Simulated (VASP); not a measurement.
# Pt (Fm-3m) in VASP: further runs, part 2 of 2

VASP 6.6.1. The steps go on from the part before.

**5. Single point, PBE+D4**

This run uses another cell than the first one, of 15.23 Å³/atom, 1.021 times its volume.

Input file INCAR:

```
SYSTEM = Pt
PREC = Accurate
ENCUT = 520
EDIFF = 1E-6
ISMEAR = -1
SIGMA = 0.05
LREAL = .False.
LASPH = .True.
NELM = 80
ALGO = Normal
ISIF = 2
LWAVE = .False.
LCHARG = .False.
GGA = PE
IVDW = 13
NBANDS = 11
```

Input file KPOINTS:

```
regular mesh
0
Gamma
  12 12 12
  0 0 0
```

Input file POSCAR:

```
Pt
1.0
    0.0000000000      1.9672435322      1.9672435322
    1.9672435322      0.0000000000      1.9672435322
    1.9672435322      1.9672435322      0.0000000000
Pt
1
Direct
    0.0000000000      0.0000000000      0.0000000000
```

Potentials or basis: VASP PAW PBE potentials, release 64 (Pt).

Started as:

```console
$ cat potpaw_PBE.64/Pt/POTCAR > POTCAR
$ mpirun -np 1 vasp_std > vasp.out
```

OUTCAR:

```text
SYSTEM = Pt
   PREC = Accurate
   ENCUT = 520
   EDIFF = 1E-6
   ISMEAR = -1
   LREAL = .False.
   LASPH = .True.
   NELM = 80
   ISIF = 2
   GGA = PE
   IVDW = 13

 ion  position               nearest neighbor table
   1  0.000  0.000  0.000-

  LATTYP: Found a face centered cubic cell.
 ALAT       =     3.9344870644

  Lattice vectors:

 A1 = (   0.0000000000,   1.9672435322,   1.9672435322)
 A2 = (   1.9672435322,   0.0000000000,   1.9672435322)
 A3 = (   1.9672435322,   1.9672435322,   0.0000000000)

Analysis of symmetry for initial positions (statically):
=====================================================================
 Subroutine PRICEL returns:
 Original cell was already a primitive cell.

 Routine SETGRP: Setting up the symmetry group for a
 face centered cubic supercell.

 Subroutine GETGRP returns: Found 48 space group operations
 (whereof 48 operations were pure point group operations)
 out of a pool of 48 trial point group operations.

The static configuration has the point symmetry O_h .

Analysis of symmetry for dynamics (positions and initial velocities):
=====================================================================
[... 167 lines left out ...]
      3       7.3599      2.00000
      4       7.3599      2.00000
      5       9.4825      2.00000
      6       9.4825      2.00000
      7      25.7464      0.00000
      8      30.6588      0.00000
      9      30.6588      0.00000
     10      30.6588      0.00000
     11      35.9648      0.00000
[... 309 lines left out ...]
 k-point    24 :      -0.4167    0.1667    0.0000
  band No.  band energies     occupation
      1       4.6686      2.00000
      2       6.7302      2.00000
      3       7.9706      2.00000
      4       8.2577      2.00000
      5      10.7989      1.99559
      6      14.0991      0.00000
      7      17.0545      0.00000
      8      25.8508      0.00000
      9      27.9529      0.00000
     10      29.5475      0.00000
     11      37.8567      0.00000

 [... further k-points ...]

------------------------ aborting loop because EDIFF is reached ----------------------------------------

  DFT-D4 for vdW energy calculation

  Edisp (eV):   -0.76565

  FORCE on cell =-STRESS in cart. coord.  units (eV):
  Direction    XX          YY          ZZ          XY          YZ          ZX
  --------------------------------------------------------------------------------------
  -------------------------------------------------------------------------------------
  Total      -0.05011    -0.05011    -0.05011    -0.00000     0.00000     0.00000
  in kB      -5.27230    -5.27230    -5.27230    -0.00000     0.00000     0.00000
  external pressure =       -5.27 kB  Pullay stress =        0.00 kB

 VOLUME and BASIS-vectors are now :
 -----------------------------------------------------------------------------
  energy-cutoff  :      520.00
  volume of cell :       15.23
      direct lattice vectors                 reciprocal lattice vectors
     0.000000000  1.967243532  1.967243532    -0.254162737  0.254162737  0.254162737
     1.967243532  0.000000000  1.967243532     0.254162737 -0.254162737  0.254162737
     1.967243532  1.967243532  0.000000000     0.254162737  0.254162737 -0.254162737

 POSITION                                       TOTAL-FORCE (eV/Angst)
 -----------------------------------------------------------------------------------
      0.00000      0.00000      0.00000         0.000000     -0.000000      0.000000
 -----------------------------------------------------------------------------------
    total drift:                                0.000000      0.000000     -0.000000

  FREE ENERGIE OF THE ION-ELECTRON SYSTEM (eV)
  ---------------------------------------------------
  free  energy   TOTEN  =        -6.8662407869 eV

  energy  without entropy=       -6.8506543035  energy(sigma->0) =       -6.85844755
```

OSZICAR:

```text
N       E                     dE             d eps       ncg     rms          rms(c)
DAV:   1     0.406953206638E+02    0.40695E+02   -0.54343E+03  1616   0.851E+02
DAV:   2    -0.582813403619E+01   -0.46523E+02   -0.44545E+02  1814   0.177E+02
DAV:   3    -0.647130927623E+01   -0.64318E+00   -0.63917E+00  1858   0.200E+01
DAV:   4    -0.647370274645E+01   -0.23935E-02   -0.23933E-02  1818   0.143E+00
DAV:   5    -0.647372140895E+01   -0.18662E-04   -0.18662E-04  1848   0.117E-01    0.126E+01
DAV:   6    -0.614066658411E+01    0.33305E+00   -0.75369E-01  1728   0.693E+00    0.666E+00
DAV:   7    -0.610406278720E+01    0.36604E-01   -0.14107E-01  1803   0.289E+00    0.252E+00
DAV:   8    -0.610088684961E+01    0.31759E-02   -0.78675E-03  1698   0.761E-01    0.603E-01
DAV:   9    -0.610059081234E+01    0.29604E-03   -0.39891E-04  1758   0.169E-01    0.452E-02
DAV:  10    -0.610059344877E+01   -0.26364E-05   -0.75637E-06  2016   0.208E-02    0.766E-03
DAV:  11    -0.610059325651E+01    0.19226E-06   -0.42906E-08   975   0.207E-03
   1 F= -.68662408E+01 E0= -.68584475E+01  d E =-.155865E-01
```

stdout:

```text
POSCAR found type information on POSCAR Pt
 POSCAR found :  1 types and       1 ions
 scaLAPACK will be used
 LDA part: xc-table for (Slater+PW92), standard interpolation
 POSCAR, INCAR and KPOINTS ok, starting setup
 FFT: planning ... GRIDC
 FFT: planning ... GRID_SOFT
 FFT: planning ... GRID
 WAVECAR not read
 entering main loop
```

It took 6.2 s on 1 thread of Intel Xeon Platinum 8488C (Sapphire Rapids), shared host; peak memory 0.14 GiB.

What came out:

| Quantity | Value |
| --- | --- |
| Free energy | -6.8662 eV |
| Pressure | -0.5 GPa |
| Band gap on the k mesh | zero (band 5 reaches 11.58 eV, above the bottom of band 6 at 9.38 eV) |
| Dispersion energy per atom | -0.766 eV |

Caveat: spin-orbit coupling is left out, which moves the levels of the heavy elements; pairwise dispersion overbinds metals, which lowers pressure and volume.

**6. Overview**

```tsv
level	cell	smearing	gap on the mesh (eV)	pressure (GPa)
revPBE+D3(BJ)	a = 2.763 Å, angles 60.0°, 1 atom	fermi-dirac 0.05 eV	none	-0.6
PBE	a = 2.773 Å, angles 60.0°, 1 atom	gaussian 0.025 eV	none	9.7
PBE+D3(BJ)	a = 2.779 Å, angles 60.0°, 1 atom	fermi-dirac 0.05 eV	none	-0.5
PBE+D4	a = 2.782 Å, angles 60.0°, 1 atom	fermi-dirac 0.05 eV	none	-0.5
```

Alike in all rows: task single point; potentials or basis VASP PAW PBE potentials, release 64 (Pt); no spin polarisation; k mesh 12 × 12 × 12; cutoff (eV) 520.

Caveats: spin-orbit coupling is left out, which moves the levels of the heavy elements; pairwise dispersion overbinds metals, which lowers pressure and volume (some runs); the PAW data sets were made with another functional, which shifts forces and pressure a little (some runs).

Absolute energies hang on the potentials; compare differences alone.
